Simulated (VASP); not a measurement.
Wanted: the native input for a VASP 6.6.1 run.

| Property | Result |
| --- | --- |
| Task | single point |
| Functional | PBE |
| Potentials or basis | VASP PAW PBE potentials, release 64 (Ti_sv, C) |
| Cutoff | 520 eV |
| k mesh | 1 × 1 × 17 |
| Occupations | gaussian, width 0.05 eV |
| Spin | collinear spin |
| Starting moments | [1.5, 1.5, 0.5, 0.5] μB |
| Dipole correction | no |
| Further INCAR settings | ALGO = Normal; EDIFF = 1e-06; NBANDS = 28 |

The structure of TiC lies in POSCAR:

```
TiC
1.0
   11.0000000000      0.0000000000      0.0000000000
    0.0000000000      9.3000000000      0.0000000000
    0.0000000000      0.0000000000      3.8995393260
Ti C
2 2
Direct
    0.4069428115      0.5000000000      0.0000000000
    0.5930571885      0.5000000000      0.5000000000
    0.4069428115      0.5000000000      0.5000000000
    0.5930571885      0.5000000000      0.0000000000
```

The input as run:

INCAR

```
ALGO = Normal ; EDIFF = 1E-6
ENCUT = 520 ; GGA = PE
ISIF = 2 ; ISMEAR = 0
ISPIN = 2 ; LASPH = True
LCHARG = True ; LELF = True
LMAXMIX = 4 ; LORBIT = 11
LREAL = False ; LVHAR = True
LWAVE = False ; MAGMOM = 1.5 1.5 0.5 0.5
NBANDS = 28 ; NELM = 150
PREC = Accurate ; SIGMA = 0.05
```

KPOINTS

```
k-points
0
Gamma
  1 1 17
```

Potentials or basis: VASP PAW PBE potentials, release 64 (Ti_sv, C).

Launch:

```bash
$ cat potpaw_PBE.64/Ti_sv/POTCAR potpaw_PBE.64/C/POTCAR > POTCAR
$ mpirun -np 1 vasp_std > vasp.out
```

Results of the run:

```
Largest force                                         : 1.654 eV/Å
Band gap on the k mesh                                : 0.23 eV (least direct gap 0.42 eV)
Net moment                                            : 0.00 μB per cell
Valence electrons inside the program's atomic spheres : Ti 10.42; C 2.37
```

Run time: 7.2 min on 1 thread of Intel(R) Xeon(R) Platinum 8488C (Sapphire Rapids) (shared host), peak memory 0.62 GiB.
